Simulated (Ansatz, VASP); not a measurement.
# Two plane-wave programs on Ni

INCAR

```
PREC     = Accurate       # precision mode
ENCUT    = 600            # plane-wave cutoff, eV
EDIFF    = 1E-7           # SCF threshold, eV
ISMEAR   = -1             # smearing method
SIGMA    = 0.1            # smearing width, eV
LREAL    = F              # projectors in reciprocal space
LASPH    = T              # aspherical terms in the spheres
NELM     = 150            # most SCF steps
ALGO     = Normal         # electronic algorithm
ISIF     = 3              # what is computed and relaxed
LWAVE    = F              # write WAVECAR
LCHARG   = F              # write CHGCAR
ISPIN    = 2              # spin polarisation
MAGMOM   = 1 1            # initial moments
LORBIT   = 11             # projections on sites
LMAXMIX  = 4              # l up to which the mixer works
GGA      = PE             # functional
IBRION   = 2              # ionic algorithm
NSW      = 60             # ionic steps
EDIFFG   = -0.005         # ionic threshold
```

Contents of KPOINTS:

```
Automatic mesh
0
Gamma
  14 14 14
```

POSCAR

```
Ni
1.0
    0.0000000000      2.3882820004      2.3882820004
    2.3882820004      0.0000000000      2.3882820004
    2.3882820004      2.3882820004      0.0000000000
Ni
2
Direct
   -0.1250000000     -0.1250000000     -0.1250000000
    0.1250000000      0.1250000000      0.1250000000
```

Input for Ansatz:

```yaml
crystal:
  lattice:
    - [0.0, 2.3882820004, 2.3882820004]
    - [2.3882820004, 0.0, 2.3882820004]
    - [2.3882820004, 2.3882820004, 0.0]
  atoms:
    - { symbol: Ni, position: [-0.125, -0.125, -0.125], spin: 1.0 }
    - { symbol: Ni, position: [0.125, 0.125, 0.125], spin: 1.0 }
magnetization:
  spin_polarized: true
kpoints:
  mp_grid: { grid: [14, 14, 14] }
scf:
  occupations: { method: fermi_dirac, width: 0.1 }
hamiltonian:
  xc: pbe
  pseudopotentials: { kind: paw }
output:
  forces: true
  stress: true
relax:
  f_tol: 0.005
  max_steps: 40
  cell: {}
```

Alike in both runs: task relaxation of cell and atoms; functional PBE; k mesh 14 × 14 × 14; occupations fermi-dirac, width 0.1 eV; collinear spin.

```csv
,VASP,Ansatz
version,VASP 6.6.1,Ansatz 0.2.0
potentials or method,"VASP PAW PBE potentials, release 64 (Ni)","PAW with Ansatz's default frozen-core files, scalar-relativistic"
plane-wave cutoff (eV),600,420
valence electrons in the cell,20,36
```

VASP gave:

| Item | Value |
| --- | --- |
| net moment per atom (μB) | 0.78 |
| size of the moment on the site where the two differ most (μB) | 0.79 |
| relaxed volume (Å³/atom) | 16.62 |
| relaxed length of the cell vector where the two differ most in proportion (Å) | 3.609 |

**Question.** Estimate Ansatz's values.

**Answer.** net moment per atom (μB): 0.79; size of the moment on the site where the two differ most (μB): 0.83; relaxed volume (Å³/atom): 16.63; relaxed length of the cell vector where the two differ most in proportion (Å): 3.610.

Site moments also hang on the region over which each program counts them. VASP's potentials hold 20 valence electrons a cell and Ansatz's 36, so a difference there can come from the potentials and not from the codes.

Noted on VASP's run: the volume moved by over 15 % at a fixed basis, so the end points are rough.
